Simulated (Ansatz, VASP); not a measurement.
**Two plane-wave programs on AlRu2**

INCAR

```
SYSTEM = AlRu2
PREC = Accurate
ENCUT = 560
EDIFF = 1E-6
ISMEAR = 0
SIGMA = 0.1
LREAL = .False.
LASPH = .True.
NELM = 120
ALGO = Normal
ISIF = 2
LWAVE = .False.
LCHARG = .True.
GGA = PE
LELF = .True.
LVHAR = .True.
NBANDS = 44
GGA_COMPAT = .False.
```

The input KPOINTS:

```
Automatic mesh
0
Gamma
  6 6 6
  0 0 0
```

Contents of POSCAR:

```
AlRu2
1.0
   -2.0419928880      2.0419928880      5.1327662711
    2.0419928880     -2.0419928880      5.1327662711
    2.0419928880      2.0419928880     -5.1327662711
Al Ru
2 4
Direct
    0.0000000000      0.0000000000      0.0000000000
    0.7500000000      0.2500000000      0.5000000000
    0.2066000000      0.2066000000      0.0000000000
    0.9566000000      0.4566000000      0.5000000000
    0.5434000000      0.0434000000      0.5000000000
    0.7934000000      0.7934000000      0.0000000000
```

Input for Ansatz:

```yaml
crystal:
  lattice:
    - [-2.041992888, 2.041992888, 5.1327662711]
    - [2.041992888, -2.041992888, 5.1327662711]
    - [2.041992888, 2.041992888, -5.1327662711]
  atoms:
    - { symbol: Al, position: [0.0, 0.0, 0.0] }
    - { symbol: Al, position: [0.75, 0.25, 0.5] }
    - { symbol: Ru, position: [0.2066, 0.2066, 0.0] }
    - { symbol: Ru, position: [0.9566, 0.4566, 0.5] }
    - { symbol: Ru, position: [0.5434, 0.0434, 0.5] }
    - { symbol: Ru, position: [0.7934, 0.7934, 0.0] }
basis:
  ecutwfc: 420
kpoints:
  mp_grid: { grid: [6, 6, 6] }
hamiltonian:
  xc: pbe
scf:
  occupations: { method: gaussian, width: 0.1 }
  lower_state_search: "off"
output:
  forces: true
  stress: true
  eigenvalues: true
```

Alike in both runs: task single point; functional PBE; k mesh 6 × 6 × 6; occupations gaussian, width 0.1 eV; no spin polarisation.

|  | VASP | Ansatz |
| --- | --- | --- |
| version | VASP 6.6.1 | Ansatz 0.2.0 |
| potentials or method | VASP PAW PBE potentials, release 64 (Al, Ru_sv), cutoff 560 eV | scalar-relativistic, plane waves, PAW |
| valence electrons in the cell | 70 | 70 |

Ansatz gave:

| Property | Result |
| --- | --- |
| gap on the k mesh at the Fermi level (eV) | none |
| rms of the force components (eV/Å) | 2.321 |

What did VASP give for the same quantities?

gap on the k mesh at the Fermi level (eV): none; rms of the force components (eV/Å): 2.323.

Atom by atom the forces differ by 0.002 eV/Å (rms over components). A gap of «none» marks a metal or a gap that the smearing closes.

The k mesh is coarse, so the values compare programs but aren't converged.
